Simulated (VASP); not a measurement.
Set up this calculation in VASP 6.6.1, as the native input.

| Item | Value |
| --- | --- |
| Task | single point |
| Functional | r2SCAN |
| Potentials or basis | VASP PAW PBE potentials, release 64 (Ti_sv) |
| Cutoff | 520 eV |
| k mesh | 12 × 12 × 8 |
| Occupations | fermi-dirac, width 0.1 eV |
| Spin | no spin polarisation |
| Dipole correction | no |
| Further INCAR settings | ALGO = Normal; EDIFF = 1e-06; NBANDS = 19 |

Ti:

```
Ti
1.0
     2.93587    0.00000    0.00000
    -1.46793    2.54254    0.00000
     0.00000    0.00000    4.64176
Ti
2
Direct
  0.33333 0.66667 0.25000
  0.66667 0.33333 0.75000
```

The input as run:

POSCAR

```
Ti
1.0
    2.9358685287      0.0000000000      0.0000000000
   -1.4679342643      2.5425367280      0.0000000000
    0.0000000000      0.0000000000      4.6417578584
Ti
2
Direct
    0.3333333333      0.6666666667      0.2500000000
    0.6666666667      0.3333333333      0.7500000000
```

INCAR.step1

```
SYSTEM = Ti
ALGO = Normal
EDIFF = 1E-4
ENCUT = 520
GGA = PE
ISMEAR = -1
LASPH = .True.
LCHARG = .False.
LREAL = .False.
LWAVE = .True.
NBANDS = 19
NELM = 60
PREC = Accurate
SIGMA = 0.1
```

INCAR.step2

```
SYSTEM = Ti
ALGO = Normal
EDIFF = 1E-6
ENCUT = 520
ISIF = 2
ISMEAR = -1
ISTART = 1
LASPH = .True.
LCHARG = .False.
LMIXTAU = .True.
LREAL = .False.
LWAVE = .False.
METAGGA = R2SCAN
NBANDS = 19
NELM = 60
PREC = Accurate
SIGMA = 0.1
```

KPOINTS

```
k-points
0
Gamma
  12 12 8
  0 0 0
```

Potentials or basis: VASP PAW PBE potentials, release 64 (Ti_sv).

Run with:

```bash
$ cat potpaw_PBE.64/Ti_sv/POTCAR > POTCAR
$ cp INCAR.step1 INCAR
$ mpirun -np 1 vasp_std > vasp.out
$ cp INCAR.step2 INCAR
$ mpirun -np 1 vasp_std > vasp.out
```

It gave:

```
Pressure               : 0.4 GPa
Band gap on the k mesh : zero (band 12 reaches 9.29 eV, above the bottom of band 13 at 8.08 eV)
```

Caveat: the PAW data sets were made with another functional, which shifts forces and pressure a little.

It took 3 min on 1 thread of AMD EPYC 9R14 (Zen 4), on a shared host, peak memory 0.16 GiB.
